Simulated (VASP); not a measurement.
Here is a VASP 6.6.1 calculation.

File INCAR:

```
  ALGO = Normal
  EDIFF = 1E-6
  ENCUT = 750
  GGA = PE
  GGA_COMPAT = False
  ISIF = 2
  ISMEAR = 0
  LASPH = True
  LCHARG = False
  LREAL = False
  LWAVE = False
  NBANDS = 13
  NELM = 120
  PREC = Accurate
  SIGMA = 0.02
```

The input KPOINTS:

```
k-points
0
Gamma
  8 8 8
```

File POSCAR:

```
Li2S
1.0
    0.0000000000      2.7645273231      2.7645273231
    2.7645273231      0.0000000000      2.7645273231
    2.7645273231      2.7645273231      0.0000000000
Li S
2 1
Direct
    0.2500000000      0.2500000000      0.2500000000
    0.7500000000      0.7500000000      0.7500000000
    0.0000000000      0.0000000000      0.0000000000
```

Potentials or basis: VASP PAW PBE potentials, release 64 (Li_sv, S).

Command:

```bash
$ cat potpaw_PBE.64/Li_sv/POTCAR potpaw_PBE.64/S/POTCAR > POTCAR
$ mpirun -np 1 vasp_std > vasp.out
```

Task: Predict the pressure.

Result: 4.5 GPa.

Task: Predict the band gap on the k mesh.

Result: 3.32 eV, indirect (least direct gap 4.75 eV).

 A k mesh can miss the band edges.
